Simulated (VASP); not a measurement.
Here is a VASP 6.6.1 calculation.

The input INCAR:

```
ALGO     = Normal         # electronic algorithm
EDIFF    = 1E-7           # SCF threshold, eV
ENCUT    = 520            # plane-wave cutoff, eV
GGA      = PS             # functional
ISIF     = 2              # what is computed and relaxed
ISMEAR   = -1             # smearing method
LASPH    = T              # aspherical terms in the spheres
LCHARG   = F              # write CHGCAR
LREAL    = F              # projectors in reciprocal space
LWAVE    = F              # write WAVECAR
NBANDS   = 14             # bands
NELM     = 100            # most SCF steps
PREC     = Accurate       # precision mode
SIGMA    = 0.08           # smearing width, eV
```

Contents of KPOINTS:

```
k-points
0
Gamma
  16 16 16
```

The input POSCAR:

```
Rh
1.0
    0.0000000000      1.9078674883      1.9078674883
    1.9078674883      0.0000000000      1.9078674883
    1.9078674883      1.9078674883      0.0000000000
Rh
1
Direct
    0.0000000000      0.0000000000      0.0000000000
```

Potentials or basis: VASP PAW PBE potentials, release 64 (Rh_pv).

The run is started by

```console
$ cat potpaw_PBE.64/Rh_pv/POTCAR > POTCAR
$ mpirun -np 1 vasp_std > vasp.out
```

**Question.** What does it give for the pressure?

**Answer.** -7.5 GPa.

Caveat: the PAW data sets were made with another functional, which shifts forces and pressure a little.
